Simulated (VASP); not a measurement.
Set up this calculation in VASP 6.6.1, as the native input.

```
Task                               : single point
Functional                         : PBE0
Potentials or basis                : VASP PAW PBE potentials, release 64 (Ga_d, N)
Cutoff                             : 520 eV
k mesh                             : 6 × 6 × 6
Occupations                        : fermi-dirac, width 0.05 eV
Spin                               : no spin polarisation
Dipole correction                  : no
Grid for exact exchange (PRECFOCK) : Normal
Further INCAR settings             : ALGO = Normal; EDIFF = 1e-06; NBANDS = 16
Share of exact exchange            : 0.25
```

The system is GaN.

```
Ga N
1.0
     0.00000    2.13524    2.13524
     2.13524    0.00000    2.13524
     2.13524    2.13524    0.00000
Ga N
1 1
Direct
  0.00000 0.00000 0.00000
  0.50000 0.50000 0.50000
```

One way to write it, as run:

POSCAR

```
GaN
1.0
    0.0000000000      2.1352350000      2.1352350000
    2.1352350000      0.0000000000      2.1352350000
    2.1352350000      2.1352350000      0.0000000000
Ga N
1 1
Direct
    0.0000000000      0.0000000000      0.0000000000
    0.5000000000      0.5000000000      0.5000000000
```

INCAR.step1

```
SYSTEM = GaN
ALGO = Normal
EDIFF = 1E-5
ENCUT = 520
GGA = PE
ISIF = 2
ISMEAR = -1
LASPH = .TRUE.
LREAL = .FALSE.
LWAVE = .TRUE.
NBANDS = 16
NELM = 100
PREC = Accurate
SIGMA = 0.05
```

INCAR.step2

```
SYSTEM = GaN
AEXX = 0.25
ALGO = Normal
EDIFF = 1E-6
ENCUT = 520
GGA = PE
ISIF = 2
ISMEAR = -1
ISTART = 1
LASPH = .TRUE.
LCHARG = .TRUE.
LELF = .TRUE.
LHFCALC = .TRUE.
LREAL = .FALSE.
LVHAR = .TRUE.
LWAVE = .FALSE.
NBANDS = 16
NELM = 100
PREC = Accurate
PRECFOCK = Normal
SIGMA = 0.05
```

KPOINTS

```
k-points
0
G
  6 6 6
  0 0 0
```

Potentials or basis: VASP PAW PBE potentials, release 64 (Ga_d, N).

The run is started by

```sh
$ cat potpaw_PBE.64/Ga_d/POTCAR potpaw_PBE.64/N/POTCAR > POTCAR
$ cp INCAR.step1 INCAR
$ mpirun -np 1 vasp_std > vasp.out
$ cp INCAR.step2 INCAR
$ mpirun -np 1 vasp_std > vasp.out
```

It gave:

* Pressure: -9.3 GPa
* Band gap on the k mesh: 2.33 eV (least direct gap 4.36 eV)

Caveat: the k points lie up to 0.42 Å⁻¹ apart; the PAW data sets were made with another functional, which shifts forces and pressure a little.

It took 37 min on 1 thread of Intel Xeon 8259CL (shared host), peak memory 0.15 GiB.
